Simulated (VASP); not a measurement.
# BePd (Pm-3m) in VASP: elastic constants with LDA

Aim: the elastic constants of BePd with LDA.

Program: VASP 6.6.1. These are calculated values, not measurements. Logs are shortened: lines on timing, memory, paths and dates and some standing lists are left out, and cuts for length are marked.

## Step 1: The cell of the first run

The structure is cubic, space group Pm-3m (No. 221). The conventional cell has a = 2.774 Å, b = 2.774 Å, c = 2.774 Å, α = 90.00°, β = 90.00°, γ = 90.00°. Within 3.2 Å of Be (site symmetry m-3m) lie 8 Pd at 2.40 Å and 6 Be at 2.77 Å. Pd (site symmetry m-3m) has 8 Be at 2.40 Å and 6 Pd at 2.77 Å within 3.2 Å.

## Step 2: Elastic constants, LDA

Contents of INCAR:

```
SYSTEM = BePd
PREC = Accurate
ENCUT = 600
EDIFF = 1E-8
ISMEAR = -1
SIGMA = 0.15
LREAL = .FALSE.
LASPH = .TRUE.
NELM = 80
ALGO = Normal
ISIF = 3
LWAVE = .FALSE.
LCHARG = .FALSE.
GGA = CA
IBRION = 6
NFREE = 2
POTIM = 0.015
NSW = 1
```

Contents of KPOINTS:

```
Automatic mesh
0
G
  14 14 14
  0 0 0
```

Contents of POSCAR:

```
BePd
1.0
    2.7735279261      0.0000000000      0.0000000000
    0.0000000000      2.7735279261      0.0000000000
    0.0000000000      0.0000000000      2.7735279261
Be Pd
1 1
Direct
    0.0000000000      0.0000000000      0.0000000000
    0.5000000000      0.5000000000      0.5000000000
```

Potentials or basis: VASP PAW LDA potentials, release 64 (Be, Pd).

The run is started by

```
$ cat potpaw_LDA.64/Be/POTCAR potpaw_LDA.64/Pd/POTCAR > POTCAR
$ mpirun -np 1 vasp_std > vasp.out
```

OUTCAR:

```text
SYSTEM = BePd
   PREC = Accurate
   ENCUT = 600
   EDIFF = 1E-8
   ISMEAR = -1
   LREAL = .FALSE.
   LASPH = .TRUE.
   NELM = 80
   ISIF = 3
   GGA = CA
   IBRION = 6
   NFREE = 2
   POTIM = 0.015
   NSW = 1

 ion  position               nearest neighbor table
   1  0.000  0.000  0.000-   2 2.40   2 2.40   2 2.40   2 2.40   2 2.40   2 2.40   2 2.40   2 2.40

   2  0.500  0.500  0.500-   1 2.40   1 2.40   1 2.40   1 2.40   1 2.40   1 2.40   1 2.40   1 2.40

  LATTYP: Found a simple cubic cell.
 ALAT       =     2.7735279261

  Lattice vectors:

 A1 = (   2.7735279261,   0.0000000000,   0.0000000000)
 A2 = (   0.0000000000,   2.7735279261,   0.0000000000)
 A3 = (   0.0000000000,   0.0000000000,   2.7735279261)

Analysis of symmetry for initial positions (statically):
=====================================================================
 Subroutine PRICEL returns:
 Original cell was already a primitive cell.

 Routine SETGRP: Setting up the symmetry group for a
 simple cubic supercell.

 Subroutine GETGRP returns: Found 48 space group operations
 (whereof 48 operations were pure point group operations)
 out of a pool of 48 trial point group operations.

The static configuration has the point symmetry O_h .

Analysis of symmetry for dynamics (positions and initial velocities):
=====================================================================
 Subroutine PRICEL returns:
 Original cell was already a primitive cell.

 Routine SETGRP: Setting up the symmetry group for a
 simple cubic supercell.

 Subroutine GETGRP returns: Found 48 space group operations
 (whereof 48 operations were pure point group operations)
 out of a pool of 48 trial point group operations.

The dynamic configuration has the point symmetry O_h .

 Subroutine INISYM returns: Found 48 space group operations
 (whereof 48 operations are pure point group operations),
 and found     1 'primitive' translations

[... 646 lines left out ...]
      4       6.6931      2.00000
      5       6.7308      2.00000
      6       7.4979      2.00000
      7      11.4900      0.00086
      8      16.9633      0.00000
      9      19.5301      0.00000
     10      21.5646      0.00000

 [... further k-points ...]

------------------------ aborting loop because EDIFF is reached ----------------------------------------

  FORCE on cell =-STRESS in cart. coord.  units (eV):
  Direction    XX          YY          ZZ          XY          YZ          ZX
  --------------------------------------------------------------------------------------
  -------------------------------------------------------------------------------------
  Total        0.0886393      0.0906417      0.0906417      0.0000000      0.0000000      0.0000000
  in kB        6.6563950      6.8067687      6.8067687      0.0000000      0.0000000      0.0000000
  external PRESSURE =       6.7566442 kB  Pullay stress =       0.0000000 kB
[... 17 lines left out ...]
  FREE ENERGIE OF THE ION-ELECTRON SYSTEM (eV)
  ---------------------------------------------------
  free  energy   TOTEN  =       -11.9789061037 eV

  energy  without entropy=      -11.9320796165  energy(sigma->0) =      -11.95549286

 INTERNAL STRAIN TENSORS FROM STRAINED CELLS
 ============================================

 INTERNAL STRAIN TENSOR FOR ION    1 for displacements in x,y,z  (eV/Angst):
          X           Y           Z          XY          YZ          ZX
  --------------------------------------------------------------------------------
  x     0.00000     0.00000     0.00000     0.00000     0.00000     0.00000
  y     0.00000     0.00000     0.00000     0.00000     0.00000     0.00000
  z     0.00000     0.00000     0.00000     0.00000     0.00000     0.00000

 INTERNAL STRAIN TENSORS FROM DISPLACED ATOMS
 ============================================

 INTERNAL STRAIN TENSOR FOR ION    1 for displacements in x,y,z  (eV/Angst):
          X           Y           Z          XY          YZ          ZX
  --------------------------------------------------------------------------------
  x     0.00000     0.00000     0.00000     0.00000     0.00000     0.00000
  y     0.00000     0.00000     0.00000     0.00000     0.00000     0.00000
  z     0.00000     0.00000     0.00000     0.00000     0.00000     0.00000

 INTERNAL STRAIN TENSOR FOR ION    2 for displacements in x,y,z  (eV/Angst):
          X           Y           Z          XY          YZ          ZX
  --------------------------------------------------------------------------------
  x     0.00000     0.00000     0.00000     0.00000     0.00000     0.00000
  y     0.00000     0.00000     0.00000     0.00000     0.00000     0.00000
  z     0.00000     0.00000     0.00000     0.00000     0.00000     0.00000

 Eigenvectors and eigenvalues of the dynamical matrix
 ----------------------------------------------------

   1 f  =   11.625757 THz    73.046783 2PiTHz  387.793500 cm-1    48.080245 meV
             X         Y         Z           dx          dy          dz
      0.000000  0.000000  0.000000     0.000000    0.960141   -0.000000
      1.386764  1.386764  1.386764     0.000000   -0.279516    0.000000
[... 21 lines left out ...]
   6 f/i=    0.001073 THz     0.006741 2PiTHz    0.035785 cm-1     0.004437 meV
             X         Y         Z           dx          dy          dz
      0.000000  0.000000  0.000000    -0.000000   -0.279516    0.000000
      1.386764  1.386764  1.386764    -0.000000   -0.960141    0.000000

--------------------------------------------------------------------------------------------------------

 ELASTIC MODULI CONTR FROM IONIC RELAXATION (kBar)
 Direction    XX          YY          ZZ          XY          YZ          ZX
 --------------------------------------------------------------------------------
 XX           0.0000      0.0000      0.0000      0.0000      0.0000      0.0000
 YY           0.0000      0.0000      0.0000      0.0000      0.0000      0.0000
 ZZ           0.0000      0.0000      0.0000      0.0000      0.0000      0.0000
 XY           0.0000      0.0000      0.0000      0.0000      0.0000      0.0000
 YZ           0.0000      0.0000      0.0000      0.0000      0.0000      0.0000
 ZX           0.0000      0.0000      0.0000      0.0000      0.0000      0.0000
 --------------------------------------------------------------------------------

 TOTAL ELASTIC MODULI (kBar)
 Direction    XX          YY          ZZ          XY          YZ          ZX
 --------------------------------------------------------------------------------
 XX        2735.6555   1757.4068   1757.4068      0.0000      0.0000      0.0000
 YY        1757.4068   2735.6555   1757.4068      0.0000      0.0000      0.0000
 ZZ        1757.4068   1757.4068   2735.6555      0.0000      0.0000     -0.0000
 XY           0.0000      0.0000      0.0000    929.2436      0.0000      0.0000
 YZ           0.0000      0.0000      0.0000      0.0000    929.2436      0.0000
 ZX           0.0000      0.0000     -0.0000      0.0000      0.0000    929.2436
 --------------------------------------------------------------------------------
```

Run time: 9.1 min. Hardware: 1 thread of AMD EPYC 9R45 (Zen 5), shared host; peak memory 0.45 GiB.

What came out:

```
Elastic constants C11, C12, C44 : 274, 176, 93 GPa
Voigt bulk modulus              : 208 GPa
Highest phonon frequency at Γ   : 388 cm⁻¹
```

Phonon frequencies in cm⁻¹ (negative: imaginary):
| q point | frequencies |
| --- | --- |
| (0.000, 0.000, 0.000) | 0 0 0 388 388 388 |

Elastic tensor in Voigt notation (GPa, in the Cartesian axes of the cell as first typed):
```
274 176 176   0   0   0
176 274 176   0   0   0
176 176 274   0   0   0
  0   0   0  93   0   0
  0   0   0   0  93   0
  0   0   0   0   0  93
```

Clamped-ion elastic tensor (GPa):
```
274 176 176   0   0   0
176 274 176   0   0   0
176 176 274   0   0   0
  0   0   0  93   0   0
  0   0   0   0  93   0
  0   0   0   0   0  93
```
